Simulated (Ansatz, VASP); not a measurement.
# Si8O in VASP and in Ansatz

The input INCAR:

```
ALGO = Normal ; DIPOL = 0.5 0.5 0.313
EDIFF = 1E-7 ; ENCUT = 520
GGA = PE ; IDIPOL = 3
ISIF = 2 ; ISMEAR = 0
ISPIN = 2 ; IVDW = 12
LASPH = True ; LCHARG = False
LDIPOL = True ; LORBIT = 11
LREAL = False ; LWAVE = False
MAGMOM = 0 0 0 0 0 0 0 0 2 ; NBANDS = 33
NELM = 150 ; PREC = Accurate
SIGMA = 0.05
```

KPOINTS

```
k-points
0
Gamma
  7 4 1
```

Contents of POSCAR:

```
Si8O
1.0
    3.8155170209      0.0000000000      0.0000000000
    0.0000000000      6.3129357835      0.0000000000
    0.0000000000      0.0000000000     21.3318711348
Si O
8 1
Direct
    0.0000000000      0.9369021389      0.1875128522
    0.0000000000      0.5630978611      0.1875128522
    0.5000000000      0.4369021389      0.2391466205
    0.5000000000      0.0630978611      0.2391466205
    0.5000000000      0.9332664455      0.3430438269
    0.5000000000      0.5667335545      0.3430438269
    0.0000000000      0.4266292811      0.3858954089
    0.0000000000      0.0733707189      0.3858954089
    0.0000000000      0.5932959478      0.5030909416
```

Input for Ansatz:

```yaml
crystal:
  lattice:
    - [3.8155170209, 0.0, 0.0]
    - [0.0, 6.3129357835, 0.0]
    - [0.0, 0.0, 21.3318711348]
  atoms:
    - { symbol: Si, position: [0.0, 0.9369021389, 0.1875128522] }
    - { symbol: Si, position: [0.0, 0.5630978611, 0.1875128522] }
    - { symbol: Si, position: [0.5, 0.4369021389, 0.2391466205] }
    - { symbol: Si, position: [0.5, 0.0630978611, 0.2391466205] }
    - { symbol: Si, position: [0.5, 0.9332664455, 0.3430438269] }
    - { symbol: Si, position: [0.5, 0.5667335545, 0.3430438269] }
    - { symbol: Si, position: [0.0, 0.4266292811, 0.3858954089] }
    - { symbol: Si, position: [0.0, 0.0733707189, 0.3858954089] }
    - { symbol: O, position: [0.0, 0.5932959478, 0.5030909416], spin: 2.0 }
basis:
  ecutwfc: 420
kpoints:
  mp_grid: { grid: [7, 4, 1] }
hamiltonian:
  xc: pbe
  pseudopotentials: { kind: paw, azcp: { folder: soft_1 } }
  dispersion: d3bj
scf:
  occupations: { method: gaussian, width: 0.05 }
output:
  forces: true
  eigenvalues: true
  populations: true
magnetization:
  spin_polarized: true
efield:
  axis: 3
  dipole_correction: true
  ramp_width: 0.04
```

Alike in both runs: task single point; functional PBE; dispersion D3(BJ); k mesh 7 × 4 × 1; occupations gaussian, width 0.05 eV; collinear spin.

```csv
,VASP,Ansatz
version,VASP 6.6.1,Ansatz 0.2.0
potentials or method,"VASP PAW PBE potentials, release 64 (Si, O), cutoff 520 eV","scalar-relativistic, plane waves, PAW"
valence electrons in the cell,38,38
```

```tsv
	VASP	Ansatz	Ansatz less VASP
gap on the k mesh at the Fermi level (eV)	none	none	-
rms of the force components (eV/Å)	0.618	0.619	+0.0012
net moment per atom (μB)	0.17	0.17	0.000
size of the moment on the site where the two differ most (μB)	1.14	1.39	+0.245
```

Site moments also hang on the region over which each program counts them. Atom by atom the forces differ by 0.002 eV/Å (rms over components). A gap of «none» marks a metal or a gap that the smearing closes.
